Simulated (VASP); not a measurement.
Input of a VASP 6.6.1 run:

Contents of INCAR:

```
  ALGO = Normal
  EDIFF = 1E-6
  ENCUT = 520
  GGA = PE
  ISIF = 2
  ISMEAR = 0
  LASPH = True
  LCHARG = True
  LELF = True
  LREAL = False
  LVHAR = True
  LWAVE = False
  NBANDS = 17
  NELM = 80
  PREC = Accurate
  SIGMA = 0.1
```

KPOINTS

```
k-points
0
Gamma
  4 4 6
```

The input POSCAR:

```
Si2BBr
1.0
    4.5025607000      0.0000000000      0.0000000000
    0.0000000000      4.5025607000      0.0000000000
    0.0000000000      0.0000000000      3.4985076200
Si B Br
2 1 1
Direct
    0.5000000000      0.0000000000      0.3952566400
    0.0000000000      0.5000000000      0.3952566400
    0.0000000000      0.0000000000      0.1868061800
    0.5000000000      0.5000000000      0.4654386700
```

Potentials or basis: VASP PAW PBE potentials, release 64 (Si, B, Br).

Command:

```bash
$ cat potpaw_PBE.64/Si/POTCAR potpaw_PBE.64/B/POTCAR potpaw_PBE.64/Br/POTCAR > POTCAR
$ mpirun -np 1 vasp_std > vasp.out
```

Estimate the band gap on the k mesh.

zero (bands 9 and 10 overlap by 2.64 eV).

Estimate the pressure.

8.9 GPa.

Estimate the largest force.

1.354 eV/Å.

Stress tensor (GPa, compression positive):
```
16.74  0.00  0.00
 0.00 16.74  0.00
 0.00  0.00 -6.67
```

Caveat: the stress differs along the axes, from -7 to 17 GPa; forces of over 1 eV/Å act on the atoms, so gaps and moduli don't describe the material at rest.
